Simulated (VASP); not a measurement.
# Pt: single point with LDA

Crystal: Pt.

```
CELL_PARAMETERS angstrom
0.00000 1.92036 1.92036
1.92036 0.00000 1.92036
1.92036 1.92036 0.00000
ATOMIC_POSITIONS crystal
Pt 0.00000 0.00000 0.00000
```

This cell differs from its parent crystal: volume scaled by 0.96.

| Item | Value |
| --- | --- |
| Program | VASP 6.6.1 |
| Task | single point |
| Functional | LDA |
| Potentials or basis | VASP PAW LDA potentials, release 64 (Pt) |
| Cutoff | 520 eV |
| k mesh | 23 × 23 × 23 |
| Occupations | fermi-dirac, width 0.05 eV |
| Spin | collinear spin, ferromagnetic start |
| Starting moments | [1.0] μB |

```json
{"Pressure": "15.1 GPa", "Band gap on the k mesh": "zero (filled and empty bands overlap)", "Net moment": "0.00 μB per cell", "Valence electrons inside the program's atomic spheres": "Pt 9.48"}
```

Levels at points of the mesh, in eV from the Fermi level:
Spin up:
```tsv
k point	band 1	band 2	band 3	band 4	band 5	band 6	band 7	band 8	band 9	band 10
(0.00, 0.00, 0.00)	-10.98	-4.23	-4.23	-4.23	-1.81	-1.81	14.40	19.69	19.69	19.69
```
Spin down:
| k point | band 2 | band 3 | band 4 | band 5 | band 6 | band 7 | band 8 | band 9 |
| --- | --- | --- | --- | --- | --- | --- | --- | --- |
| (0.00, 0.00, 0.00) | -4.23 | -4.23 | -4.23 | -1.81 | -1.81 | 14.40 | 19.69 | 19.69 |

It took 110 s on 1 thread of Intel Xeon 6975P-C, on a shared host, peak memory 0.22 GiB.

Caveat: spin-orbit coupling is left out, which moves the levels of the heavy elements.
